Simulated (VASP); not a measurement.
## LiF: single point with LDA

Crystal: LiF.

```
CELL_PARAMETERS angstrom
3.06311 0.00000 0.00000
-1.53155 2.65273 0.00000
0.00000 0.00000 4.55913
ATOMIC_POSITIONS crystal
Li 0.33333 0.66667 0.36526
Li 0.66667 0.33333 0.86526
F 0.33333 0.66667 0.99102
F 0.66667 0.33333 0.49102
```

This cell differs from its parent crystal: atoms shifted along a free coordinate, c/a of the conventional cell at fixed volume 1.4884.

```
Program                : VASP 6.6.1
Task                   : single point
Functional             : LDA
Potentials or basis    : VASP PAW LDA potentials, release 64 (Li_sv, F)
Cutoff                 : 520 eV
k mesh                 : 9 × 9 × 6
Occupations            : gaussian, width 0.05 eV
Spin                   : no spin polarisation
Dipole correction      : no
Further INCAR settings : ALGO = Normal; EDIFF = 1e-06; NBANDS = 18
```

```
Largest force          : 0.665 eV/Å
Band gap on the k mesh : 7.87 eV
```

Forces in eV/Å, atoms in the order of the input:
```
Li   0.000  0.000  0.665
Li   0.000  0.000  0.665
F    0.000  0.000 -0.665
F    0.000  0.000 -0.665
```

Levels at points of the mesh, in eV from the valence-band top:
| k point | band 6 | band 7 | band 8 | band 9 | band 10 | band 11 | band 12 | band 13 | band 14 | band 15 |
| --- | --- | --- | --- | --- | --- | --- | --- | --- | --- | --- |
| (0.00, 0.00, 0.00) | -0.58 | -0.58 | -0.12 | -0.12 | 0.00 | 7.87 | 12.46 | 15.90 | 18.27 | 18.27 |
| (0.00, 0.00, 0.50) | -1.21 | -0.35 | -0.35 | -0.35 | -0.35 | 9.61 | 9.61 | 18.43 | 18.43 | 18.55 |

It took 35 s on 1 thread of Intel Xeon 8259CL, on a shared host, peak memory 0.14 GiB.

 A k mesh can miss the band edges.
